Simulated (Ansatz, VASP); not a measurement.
**Two plane-wave programs on C**

Contents of INCAR:

```
PREC = Accurate
ENCUT = 520
EDIFF = 1E-6
ISMEAR = 0
SIGMA = 0.15
LREAL = False
LASPH = True
NELM = 80
ALGO = Normal
ISIF = 2
LWAVE = False
LCHARG = False
GGA = PS
NBANDS = 16
```

KPOINTS

```
Automatic mesh
0
Gamma
  18 18 6
```

POSCAR

```
C
1.0
    1.3155378420     -2.0794772730      0.0000000000
    1.3155378420      2.0794772730      0.0000000000
    0.0000000000      0.0000000000      7.3778182888
C
4
Direct
    0.0833216498      0.9166783502      0.7498439858
    0.5833216498      0.4166783502      0.2501560142
    0.9166783502      0.0833216498      0.2501560142
    0.4166783502      0.5833216498      0.7498439858
```

Input for Ansatz:

```yaml
crystal:
  lattice:
    - [1.315537842, -2.079477273, 0.0]
    - [1.315537842, 2.079477273, 0.0]
    - [0.0, 0.0, 7.3778182888]
  atoms:
    - { symbol: C, position: [0.0833216498, 0.9166783502, 0.7498439858] }
    - { symbol: C, position: [0.5833216498, 0.4166783502, 0.2501560142] }
    - { symbol: C, position: [0.9166783502, 0.0833216498, 0.2501560142] }
    - { symbol: C, position: [0.4166783502, 0.5833216498, 0.7498439858] }
basis:
  ecutwfc: 520.0
kpoints:
  mp_grid: { grid: [18, 18, 6] }
hamiltonian:
  xc: pbesol
  pseudopotentials: { kind: paw, azcp: { folder: soft_1 } }
scf:
  occupations: { method: gaussian, width: 0.15 }
output:
  forces: true
  stress: true
  eigenvalues: true
```

Change from the starting cell: normal strain along x +0.0700, normal strain along y -0.0233.

Alike in both runs: task single point; functional PBEsol; k mesh 18 × 18 × 6; occupations gaussian, width 0.15 eV; no spin polarisation.

|  | VASP | Ansatz |
| --- | --- | --- |
| version | VASP 6.6.1 | Ansatz 0.2.0 |
| potentials or method | VASP PAW PBE potentials, release 64 (C), cutoff 520 eV | scalar-relativistic, plane waves, PAW |
| valence electrons in the cell | 16 | 16 |

|  | VASP | Ansatz | Ansatz less VASP |
| --- | --- | --- | --- |
| gap on the k mesh at the Fermi level (eV) | 0.32 | 0.32 | +0.001 |
| least direct gap on the mesh (eV) | 0.62 | 0.62 | -0.002 |
| pressure (GPa) | -12.9 | -13.5 | -0.58 |
| traceless stress, the component that is largest in VASP (GPa) | -40.19 | -40.39 | -0.194 |
| rms of the force components (eV/Å) | 0.522 | 0.507 | -0.0149 |

VASP's potentials were made for PBE, not for PBEsol, and Ansatz warns of the same on its side. Atom by atom the forces differ by 0.015 eV/Å (rms over components).
